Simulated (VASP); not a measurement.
# CoSi2 in VASP: single point with PBE

Aim: the single point of CoSi2 with PBE.

Everything below comes from runs of VASP 6.6.1. Logs are shortened: lines on timing, memory, paths and dates and some standing lists are left out, and cuts for length are marked.

### Step 1. The cell of the first run

The cell holds a slab with vacuum, 6 atoms: a = 3.868 Å, b = 3.868 Å, c = 28.064 Å, α = 90.00°, β = 90.00°, γ = 120.00°.

### Step 2. Single point, PBE

File INCAR:

```
SYSTEM = CoSi2
PREC = Accurate
ENCUT = 520
EDIFF = 1E-6
ISMEAR = 0
SIGMA = 0.1
LREAL = .FALSE.
LASPH = .TRUE.
NELM = 120
ALGO = Normal
ISIF = 2
LWAVE = .FALSE.
LCHARG = .FALSE.
LDIPOL = .TRUE.
IDIPOL = 3
DIPOL = 0.5 0.5 0.659
GGA = PE
NBANDS = 26
GGA_COMPAT = .FALSE.
NELMDL = -8
```

File KPOINTS:

```
Automatic mesh
0
G
  9 9 1
  0 0 0
```

File POSCAR:

```
CoSi2
1.0
    3.8677060746      0.0000000000      0.0000000000
   -1.9338530373      3.3495317150      0.0000000000
    0.0000000000      0.0000000000     28.0644396925
Si Co
4 2
Direct
    0.7643081463      0.2356918537      0.5845527283
    0.0959600519      0.9040399481      0.6324413293
    0.4293936359      0.5706063641      0.6874459969
    0.7627902632      0.2372097368      0.7361194615
    0.4303690850      0.5696309150      0.5998663888
    0.0960710362      0.9039289638      0.7124030161
```

Potentials or basis: VASP PAW PBE potentials, release 64 (Si, Co).

Started as:

```sh
$ cat potpaw_PBE.64/Si/POTCAR potpaw_PBE.64/Co/POTCAR > POTCAR
$ mpirun -np 1 vasp_std > vasp.out
```

OUTCAR:

```text
SYSTEM = CoSi2
   PREC = Accurate
   ENCUT = 520
   EDIFF = 1E-6
   ISMEAR = 0
   LREAL = .FALSE.
   LASPH = .TRUE.
   NELM = 120
   ISIF = 2
   GGA = PE
   NELMDL = -8

 ion  position               nearest neighbor table
   1  0.764  0.236  0.585-   5 2.27   5 2.27   5 2.28   2 2.60   2 2.61   2 2.61
   2  0.096  0.904  0.632-   6 2.24   5 2.41   5 2.41   5 2.42   1 2.60   1 2.61   1 2.61   3 2.71
                             3 2.71   3 2.72
   3  0.429  0.571  0.687-   6 2.34   6 2.34   6 2.34   5 2.46   4 2.62   4 2.62   4 2.62   2 2.71
                             2 2.71   2 2.72
   4  0.763  0.237  0.736-   6 2.33   6 2.33   6 2.33   3 2.62   3 2.62   3 2.62
   5  0.430  0.570  0.600-   1 2.27   1 2.27   1 2.28   2 2.41   2 2.41   2 2.42   3 2.46
   6  0.096  0.904  0.712-   2 2.24   4 2.33   4 2.33   4 2.33   3 2.34   3 2.34   3 2.34

  LATTYP: Found a hexagonal cell.
 ALAT       =     3.8677060746
 C/A-ratio  =     7.2560942200

  Lattice vectors:

 A1 = (   3.8677060746,   0.0000000000,   0.0000000000)
 A2 = (  -1.9338530373,   3.3495317150,   0.0000000000)
 A3 = (   0.0000000000,   0.0000000000,  28.0644396925)

Analysis of symmetry for initial positions (statically):
=====================================================================
 Subroutine PRICEL returns:
 Original cell was already a primitive cell.

 Routine SETGRP: Setting up the symmetry group for a
 hexagonal supercell.

 Subroutine GETGRP returns: Found  2 space group operations
 (whereof  2 operations were pure point group operations)
 out of a pool of 24 trial point group operations.

The static configuration has the point symmetry C_1h.

Analysis of symmetry for dynamics (positions and initial velocities):
=====================================================================
 Subroutine PRICEL returns:
 Original cell was already a primitive cell.

 Routine SETGRP: Setting up the symmetry group for a
 hexagonal supercell.

 Subroutine GETGRP returns: Found  2 space group operations
 (whereof  2 operations were pure point group operations)
 out of a pool of 24 trial point group operations.

The dynamic configuration has the point symmetry C_1h.

 Subroutine INISYM returns: Found  2 space group operations
 (whereof  2 operations are pure point group operations),
 and found     1 'primitive' translations

----------------------------------------------------------------------------------------

                                     Primitive cell

  volume of cell :     363.5749

  direct lattice vectors                    reciprocal lattice vectors
     3.867706075  0.000000000  0.000000000     0.258551188  0.149274598  0.000000000
    -1.933853037  3.349531715  0.000000000     0.000000000  0.298549196  0.000000000
     0.000000000  0.000000000 28.064439692     0.000000000  0.000000000  0.035632281

  length of vectors
     3.867706075  3.867706075 28.064439692     0.298549196  0.298549196  0.035632281

  position of ions in fractional coordinates (direct lattice)
     0.764308146  0.235691854  0.584552728
     0.095960052  0.904039948  0.632441329
     0.429393636  0.570606364  0.687445997
     0.762790263  0.237209737  0.736119462
     0.430369085  0.569630915  0.599866389
     0.096071036  0.903928964  0.712403016

  ion indices of the primitive-cell ions
   primitive index   ion index
                 1           1
                 2           2
                 3           3
                 4           4
                 5           5
                 6           6

----------------------------------------------------------------------------------------

 KPOINTS: Automatic mesh

Automatic generation of k-mesh.
 Grid dimensions read from file:
 generate k-points for:    9    9    1

 Generating k-lattice:

  Cartesian coordinates                     Fractional coordinates (reciprocal lattice)
     0.028727910  0.016586066  0.000000000     0.111111111 -0.000000000  0.000000000
     0.000000000  0.033172133  0.000000000     0.000000000  0.111111111  0.000000000
     0.000000000  0.000000000  0.035632281     0.000000000  0.000000000  1.000000000

  Length of vectors
     0.033172133  0.033172133  0.035632281

  Shift w.r.t. Gamma in fractional coordinates (k-lattice)
     0.000000000  0.000000000  0.000000000

 Subroutine IBZKPT returns following result:
 ===========================================

 Found     25 irreducible k-points:

 Following reciprocal coordinates:
            Coordinates               Weight
  0.000000  0.000000  0.000000      1.000000
  0.111111  0.000000  0.000000      4.000000
 -0.111111  0.111111  0.000000      2.000000
  0.222222  0.000000  0.000000      4.000000
 -0.222222  0.222222  0.000000      2.000000
  0.333333  0.000000  0.000000      4.000000
[... 16 lines left out ...]
 -0.222222 -0.444444  0.000000      4.000000
  0.444444  0.333333  0.000000      4.000000
   k-points           NKPTS =     25   k-points in BZ     NKDIM =     25   number of bands    NBANDS=     26
   number of dos      NEDOS =    301   number of ions     NIONS =      6
   total plane-waves  NPLWV = 189000
   dimension x,y,z NGX =    30 NGY =   30 NGZ =  210
   dimension x,y,z NGXF=    60 NGYF=   60 NGZF=  420
   ions per type =               4   2
   NGX,Y,Z   is equivalent  to a cutoff of  12.89, 12.89, 12.44 a.u.
   NGXF,Y,Z  is equivalent  to a cutoff of  25.79, 25.79, 24.88 a.u.
 SYSTEM =  CoSi2
   PREC   = accura    normal or accurate (medium, high low for compatibility)
   ISTART =      0    job   : 0-new  1-cont  2-samecut
   ICHARG =      2    charge: 1-file 2-atom 10-const
   ISPIN  =      1    spin polarized calculation?
   LNONCOLLINEAR =      F non collinear calculations
   LSORBIT =      F    spin-orbit coupling
   LASPH  =      T    aspherical Exc in radial PAW
   ENCUT  =  520.0 eV  38.22 Ry    6.18 a.u.   7.19  7.19 52.18*2*pi/ulx,y,z
   NELM   =    120;   NELMIN=  2; NELMDL= -8     # of ELM steps
   EDIFF  = 0.1E-05   stopping-criterion for ELM
   LREAL  =      F    real-space projection
   EDIFFG = 0.1E-04   stopping-criterion for IOM
   NSW    =      0    number of steps for IOM
   IBRION =     -1    ionic relax: 0-MD 1-quasi-New 2-CG
   NFREE  =      0    steps in history (QN), initial steepest desc. (CG)
   ISIF   =      2    stress and relaxation
   ISYM   =      2    0-nonsym 1-usesym 2-fastsym
   POTIM  = 0.5000    time-step for ionic-motion
   TEBEG  =    0.0;   TEEND  =   0.0 temperature during run
   PSTRESS=    0.0 pullay stress
   NELECT =      34.0000    total number of electrons
   NUPDOWN=      -1.0000    fix difference up-down
   EMIN   =  10.00;   EMAX   =-10.00  energy-range for DOS
   EFERMI =   0.00;   METHOD = LEGACY
   ISMEAR =     0;   SIGMA  =   0.10  broadening in eV -4-tet -1-fermi 0-gaus
   EFERMI_NEDOS =   21; number of points for ismear=-14 and -15
   IALGO  =     38    algorithm
   IMIX   =      4    mixing-type and parameters
     AMIX     =   0.40;   BMIX     =  1.00
     AMIX_MAG =   1.60;   BMIX_MAG =  1.00
  volume/ion in A,a.u.               =      60.60       408.92
  Fermi-wavevector in a.u.,A,eV,Ry     =   0.743082  1.404221  7.512732  0.552170
  Thomas-Fermi vector in A             =   1.838113
   LORBIT       =      0    0 simple, 1 ext, 2 COOP (PROOUT), +10 PAW based schemes
   GGA     = PE    functional components
   LHFCALC =     F    Hartree Fock is set to
   AEXX    =    0.0000 exact exchange contribution
   IVDW    =     0    specifies the selected vdW correction
   LEPSILON=     F    determine dielectric tensor
   LRPA    =     F    only Hartree local field effects (RPA)
 non-spin polarized calculation
 Gauss-broadening in eV      SIGMA  =   0.10
  energy-cutoff  :      520.00
  volume of cell :      363.57
 maximum number of plane-waves:      9831
 NGX is ok and might be reduce to    30
   NGX = 15   NGY = 15   NGZ =105

 dipolmoment           0.000000      0.000000      0.033929 electrons x Angstroem

 number of electron      33.9999997 magnetization

 dipolmoment           0.000000      0.000000     -0.005347 electrons x Angstroem

 Free energy of the ion-electron system (eV)
  ---------------------------------------------------
  ext. energy  EPLUGINS =         0.00000000
  ---------------------------------------------------
  free energy    TOTEN  =       -36.17725258 eV

  energy without entropy =      -36.14920279  energy(sigma->0) =      -36.16322768

 E-fermi :  -1.9245     XC(G=0):  -3.1752

 val. band max:       -1.9279944943   @ k =  -0.1111   0.3333   0.0000
 cond. band min:      -1.9237893218   @ k =   0.2222   0.1111   0.0000
 fundamental gap:      0.0042051725
 Fermi energy:        -1.9245411584

 k-point     1 :       0.0000    0.0000    0.0000
  band No.  band energies     occupation
      1     -14.2539      2.00000
      2     -12.2632      2.00000
      3      -8.5937      2.00000
      4      -5.6434      2.00000
      5      -5.6379      2.00000
      6      -5.4611      2.00000
[... 18 lines left out ...]
     25       1.6357      0.00000
     26       2.5036      0.00000

 k-point     2 :       0.1111    0.0000    0.0000
  band No.  band energies     occupation
      1     -14.0959      2.00000
      2     -12.1073      2.00000
      3      -8.5246      2.00000
      4      -6.2354      2.00000
      5      -5.6825      2.00000
      6      -5.6632      2.00000
[... 18 lines left out ...]
     25       2.7933      0.00000
     26       2.8800      0.00000

 k-point     3 :      -0.1111    0.1111    0.0000
  band No.  band energies     occupation
      1     -14.0959      2.00000
      2     -12.1073      2.00000
      3      -8.5247      2.00000
      4      -6.2398      2.00000
      5      -5.6889      2.00000
      6      -5.6599      2.00000
[... 572 lines left out ...]
 k-point    23 :      -0.2222   -0.4444    0.0000
  band No.  band energies     occupation
      1     -11.4247      2.00000
      2     -10.2886      2.00000
      3      -9.5696      2.00000
      4      -9.1621      2.00000
      5      -7.2135      2.00000
      6      -6.1545      2.00000
[... 18 lines left out ...]
     25       3.5041      0.00000
     26       4.6189      0.00000

 k-point    24 :       0.4444    0.3333    0.0000
  band No.  band energies     occupation
      1     -11.4246      2.00000
      2     -10.2784      2.00000
      3      -9.5883      2.00000
      4      -9.1599      2.00000
      5      -7.2125      2.00000
      6      -6.1564      2.00000
[... 18 lines left out ...]
     25       3.4980      0.00000
     26       4.6115      0.00000

 [... further k-points ...]

------------------------ aborting loop because EDIFF is reached ----------------------------------------

 vacuum level on the upper side and lower side of the slab       (xc-potential included)        -0.044         0.029

  FORCE on cell =-STRESS in cart. coord.  units (eV):
  Direction    XX          YY          ZZ          XY          YZ          ZX
  --------------------------------------------------------------------------------------
  -------------------------------------------------------------------------------------
  Total       -3.7210486     -3.6694116     -0.9946394      0.0447190     -0.0398085      0.0689503
  in kB      -16.3976645    -16.1701137     -4.3831095      0.1970648     -0.1754252      0.3038454
  external PRESSURE =     -12.3169626 kB  Pullay stress =       0.0000000 kB

 VOLUME and BASIS-vectors are now :
 -----------------------------------------------------------------------------
  energy-cutoff  :      520.00
  volume of cell :      363.57
      direct lattice vectors                 reciprocal lattice vectors
     3.867706075  0.000000000  0.000000000     0.258551188  0.149274598  0.000000000
    -1.933853037  3.349531715  0.000000000     0.000000000  0.298549196  0.000000000
     0.000000000  0.000000000 28.064439692     0.000000000  0.000000000  0.035632281

 POSITION                                       TOTAL-FORCE (eV/Angst)
 -----------------------------------------------------------------------------------
      2.50033      0.78946     16.40514        -0.050669      0.029254     -0.472827
     -1.37714      3.02811     17.74911         0.045056     -0.026013     -0.599730
      0.55730      1.91126     19.29279         0.005246     -0.003029     -0.245916
      2.49152      0.79454     20.65878        -0.003156      0.001822     -0.077467
      0.56296      1.90800     16.83491         0.001910     -0.001103      1.313159
     -1.37649      3.02774     19.99319         0.001613     -0.000931      0.082782
 -----------------------------------------------------------------------------------
    total drift:                               -0.000575      0.000332      0.000429

  FREE ENERGIE OF THE ION-ELECTRON SYSTEM (eV)
  ---------------------------------------------------
  free  energy   TOTEN  =       -36.1772525751 eV

  energy  without entropy=      -36.1492027851  energy(sigma->0) =      -36.16322768

 vacuum level on the upper side and lower side of the slab         3.179         3.254
```

Run time: 7.2 min. Hardware: 1 thread of Intel Xeon Platinum 8488C (Sapphire Rapids), shared host; peak memory 0.54 GiB.

Results:

* Free energy: -36.1773 eV
* Largest force: 1.313 eV/Å
* Band gap on the k mesh: zero (bands 17 and 18 overlap by 2.06 eV)

Forces on the atoms (eV/Å):
```
Si  -0.051  0.029 -0.473
Si   0.045 -0.026 -0.600
Si   0.005 -0.003 -0.246
Si  -0.003  0.002 -0.077
Co   0.002 -0.001  1.313
Co   0.002 -0.001  0.083
```

Levels at points of the mesh, in eV from the Fermi level:
```
           k point  band 13  band 14  band 15  band 16  band 17  band 18  band 19  band 20  band 21  band 22
(0.00, 0.00, 0.00)    -1.35    -0.97     0.76     0.77     1.88     2.28     2.47     2.51     2.51     3.42
```

Caveat: the run has no spin polarisation, though such a crystal can be magnetic.
